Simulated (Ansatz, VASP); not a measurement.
## Ru in VASP and in Ansatz

```
CELL_PARAMETERS angstrom
2.16454 -4.32512 0.00000
2.16454 4.32512 0.00000
0.00000 0.00000 4.64765
ATOMIC_POSITIONS crystal
Ru 0.00000 0.00000 0.00000
Ru 0.50000 0.50000 0.50000
Ru 0.81609 0.18391 0.57142
Ru 0.68391 0.31609 0.07142
Ru 0.18391 0.81609 0.42858
Ru 0.31609 0.68391 0.92858
```

Alike in both runs: functional PBE; k mesh 10 × 10 × 8; occupations gaussian, width 0.1 eV; no spin polarisation.

Ansatz relaxed the structure, and its values are those at the end. VASP's run is a single point on that final structure, the one shown.

|  | VASP | Ansatz |
| --- | --- | --- |
| version | VASP 6.6.1 | Ansatz 0.2.0 |
| potentials or method | VASP PAW PBE potentials, release 64 (Ru_pv), cutoff 520 eV | scalar-relativistic, plane waves, PAW |
| valence electrons in the cell | 84 | 96 |

```csv
,VASP,Ansatz,Ansatz less VASP
gap on the k mesh at the Fermi level (eV),none,none,-
pressure (GPa),0.0,0.0,+0.02
rms of the force components (eV/Å),0.004,0.001,-0.0028
```

A gap of «none» marks a metal or a gap that the smearing closes. VASP's potentials hold 84 valence electrons a cell and Ansatz's 96, so a difference there can come from the potentials and not from the codes.
